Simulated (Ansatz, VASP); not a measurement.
**TePb in VASP and in Ansatz**

```
Pb Te
1.0
     0.00000    3.64149    3.64149
     3.64149    0.00000    3.64149
     3.64149    3.64149    0.00000
Pb Te
1 1
Direct
  0.00000 0.00000 0.00000
  0.25000 0.25000 0.25000
```

Alike in both runs: task single point; functional PBE-based screened hybrid; k mesh 4 × 4 × 4; no spin polarisation.

|  | VASP | Ansatz |
| --- | --- | --- |
| version | VASP 6.6.1 | Ansatz 0.2.0 |
| potentials or method | VASP PAW PBE potentials, release 64 (Pb_d, Te) | plane waves |
| plane-wave cutoff (eV) | 520 | 420 |
| occupations | gaussian, width 0.01 eV | fixed |
| valence electrons in the cell | 20 | 30 |

```csv
,VASP,Ansatz,Ansatz less VASP
gap on the k mesh at the Fermi level (eV),1.04,1.05,+0.012
pressure (GPa),-0.2,-0.1,+0.16
```

VASP's potentials were made for PBE, not for PBE-based screened hybrid. VASP's potentials hold 20 valence electrons a cell and Ansatz's 30, so a difference there can come from the potentials and not from the codes. Ansatz's warnings: stress exchange threshold loose, stress scf threshold loose.

Spin-orbit coupling is off throughout.
